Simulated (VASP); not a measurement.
## H2C3Br: single point with PBE+D3(BJ)

Crystal: H2C3Br.

```
H C Br
1.0
     4.03500    0.00000    0.00000
     0.00000    5.76300    0.00000
    -2.23398    0.00000   14.23653
H C Br
8 12 4
Direct
  0.74310 0.34840 0.53360
  0.25690 0.84840 0.96640
  0.25690 0.65160 0.46640
  0.74310 0.15160 0.03360
  0.98780 0.88760 0.34380
  0.01220 0.38760 0.15620
  0.01220 0.11240 0.65620
  0.98780 0.61240 0.84380
  0.84820 0.20750 0.52020
  0.15180 0.70750 0.97980
  0.15180 0.79250 0.47980
  0.84820 0.29250 0.02020
  0.84770 0.13880 0.42970
  0.15230 0.63880 0.07030
  0.15230 0.86120 0.57030
  0.84770 0.36120 0.92970
  0.99450 0.93250 0.40750
  0.00550 0.43250 0.09250
  0.00550 0.06750 0.59250
  0.99450 0.56750 0.90750
  0.64039 0.33301 0.33085
  0.35961 0.83301 0.16915
  0.35961 0.66699 0.66915
  0.64039 0.16699 0.83085
```

- Program: VASP 6.6.1
- Task: single point
- Functional: PBE
- Dispersion: D3(BJ)
- Potentials or basis: VASP PAW PBE potentials, release 64 (H, C, Br)
- Cutoff: 520 eV
- k mesh: 4 × 4 × 2
- Occupations: gaussian, width 0.1 eV
- Spin: no spin polarisation

| Property | Result |
| --- | --- |
| Pressure | 10.8 GPa |
| Largest force | 7.051 eV/Å |
| Band gap on the k mesh | 3.74 eV (least direct gap 3.87 eV) |
| Dispersion energy per atom | -0.104 eV |

Forces on the atoms (eV/Å):
```
H   -3.327  6.014  1.572
H    3.327  6.014 -1.572
H    3.327 -6.014 -1.572
H   -3.327 -6.014  1.572
H    0.930 -1.959 -6.674
H   -0.930 -1.959  6.674
H   -0.930  1.959  6.674
H    0.930  1.959 -6.674
C    3.043 -5.287 -0.429
C   -3.043 -5.287  0.429
C   -3.043  5.287  0.429
C    3.043  5.287 -0.429
C    0.116 -0.340 -1.101
C   -0.116 -0.340  1.101
C   -0.116  0.340  1.101
C    0.116  0.340 -1.101
C   -0.791  1.840  6.080
C    0.791  1.840 -6.080
C    0.791 -1.840 -6.080
C   -0.791 -1.840  6.080
Br  -0.100  0.153 -0.231
Br   0.100  0.153  0.231
Br   0.100 -0.153  0.231
Br  -0.100 -0.153 -0.231
```

Stress tensor (GPa, compression positive):
```
 3.39  0.00 -2.98
 0.00 11.81  0.00
-2.98  0.00 17.28
```

Levels at points of the mesh, in eV from the valence-band top:
```tsv
k point	band 40	band 41	band 42	band 43	band 44	band 45
(0.00, 0.00, 0.00)	-0.80	-0.28	0.00	4.17	4.21	4.27
(0.50, 0.00, 0.00)	-1.07	-0.30	-0.06	3.93	4.02	4.53
(0.00, 0.50, 0.00)	-0.78	-0.05	-0.05	3.94	3.94	4.10
(0.50, 0.50, 0.00)	-0.86	-0.13	-0.13	3.74	3.74	4.23
(0.00, 0.00, 0.50)	-0.80	-0.13	-0.13	4.22	4.22	4.25
(0.50, 0.00, 0.50)	-1.08	-0.17	-0.17	3.99	3.99	4.58
(0.00, 0.50, 0.50)	-0.80	-0.05	-0.05	3.93	3.93	4.10
(0.50, 0.50, 0.50)	-0.87	-0.14	-0.14	3.74	3.74	4.27
```

It took 9.7 min on 1 thread of Intel(R) Xeon(R) Platinum 8488C (Sapphire Rapids) (shared host), peak memory 0.5 GiB.

Caveat: the stress differs along the axes, from 3 to 17 GPa; forces of over 1 eV/Å act on the atoms, so gaps and moduli don't describe the material at rest. A k mesh can miss the band edges.
